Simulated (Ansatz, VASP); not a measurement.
## BaAlSi in VASP and in Ansatz

Contents of INCAR:

```
SYSTEM = BaAlSi
ALGO = Normal
EDIFF = 1E-6
ENCUT = 520
GGA = CA
ISIF = 2
ISMEAR = 0
LASPH = .True.
LCHARG = .True.
LELF = .True.
LREAL = .False.
LVHAR = .True.
LWAVE = .False.
NBANDS = 16
NELM = 80
PREC = Accurate
SIGMA = 0.1
```

File KPOINTS:

```
k-points
0
Gamma
  7 7 5
  0 0 0
```

POSCAR

```
BaAlSi
1.0
    4.3076140000      0.0000000000      0.0000000000
   -2.1538070000      3.7305031537      0.0000000000
    0.0000000000      0.0000000000      5.2258550000
Ba Al Si
1 1 1
Direct
    0.0000000000      0.0000000000      0.0000000000
    0.6666666667      0.3333333333      0.5000000000
    0.3333333333      0.6666666667      0.5000000000
```

Input for Ansatz:

```yaml
crystal:
  lattice:
    a: 4.307614
    b: 4.307614
    c: 5.225855
    alpha: 90.0
    beta: 90.0
    gamma: 120.0
  space_group: 187
  atoms:
    - { symbol: Ba, position: [0.0, 0.0, 0.0] }
    - { symbol: Al, position: [0.6666666666666666, 0.3333333333333333, 0.5] }
    - { symbol: Si, position: [0.3333333333333333, 0.6666666666666666, 0.5] }
kpoints:
  mp_grid:
    grid: [7, 7, 5]
    shift: [0.0, 0.0, 0.0]
hamiltonian:
  xc: lda
  pseudopotentials:
    kind: paw
scf:
  occupations:
    method: gaussian
output:
  forces: true
  stress: true
  eigenvalues: true
```

Alike in both runs: task single point; functional LDA; k mesh 7 × 7 × 5; no spin polarisation.

|  | VASP | Ansatz |
| --- | --- | --- |
| version | VASP 6.6.1 | Ansatz 0.2.0 |
| potentials or method | VASP PAW LDA potentials, release 64 (Ba_sv, Al, Si) | plane waves, PAW |
| plane-wave cutoff (eV) | 520 | 420 |
| occupations | gaussian, width 0.1 eV | gaussian |
| valence electrons in the cell | 17 | 17 |

Ansatz gave:

* gap on the k mesh at the Fermi level (eV): none
* pressure (GPa): -3.0
* traceless stress, the component that is largest in VASP (GPa): -0.37

Q: What did VASP give for the same quantities?

A: gap on the k mesh at the Fermi level (eV): none; pressure (GPa): -2.8; traceless stress, the component that is largest in VASP (GPa): -0.33.

LDA's correlation is that of Perdew and Zunger in VASP and of Perdew and Wang (1992) in Ansatz. A gap of «none» marks a metal or a gap that the smearing closes.

Spin-orbit coupling is off throughout.
